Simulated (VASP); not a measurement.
Runs of VASP 6.6.1 on MoW3. The structure is that of space group Fm-3m (No. 225), or close to it. The cells are those of the table. The cell was generated, and may not be a known phase.

```tsv
task	cell	k mesh	cutoff (eV)	gap on the mesh (eV)	pressure (GPa)	relaxed volume (Å³/atom)
single point	a = 4.846 Å, angles 60.0°, 4 atoms	4 × 4 × 4	520	-	-40.7	-
single point	a = 4.496 Å, angles 60.0°, 4 atoms	6 × 6 × 6	520	none	0.5	-
relaxation of cell and atoms	relaxed from a = 4.846 Å, angles 60.0°, 4 atoms	4 × 4 × 4	600	-	-0.3	16.08
single point	a = 4.493 Å, angles 60.0°, 4 atoms	4 × 4 × 4	520	-	0.5	-
relaxation of cell and atoms	relaxed from a = 4.493 Å, angles 60.0°, 4 atoms	6 × 6 × 6	600	none	0.0	(a)
relaxation of cell and atoms	relaxed from a = 4.496 Å, angles 60.0°, 4 atoms	12 × 12 × 12	600	none	0.0	16.08
single point	a = 4.494 Å, angles 60.0°, 4 atoms	12 × 12 × 12	520	none	0.5	-
```

Alike in all rows: level PBE; potentials or basis VASP PAW PBE potentials, release 64 (Mo_sv, W_sv); no spin polarisation; smearing gaussian 0.1 eV.

**Question.** Estimate the missing entries.

**Answer.** (a) 16.09.

Caveats: some runs use coarse meshes; spin-orbit coupling is left out, which moves the levels of the heavy elements; the volume moved by over 15 % at a fixed basis, so the end points are rough (at least some runs).

A k mesh can miss the band edges, and the runs leave out spin-orbit coupling on Mo, W.

A gap of «none» marks levels without a gap at the run's occupations.
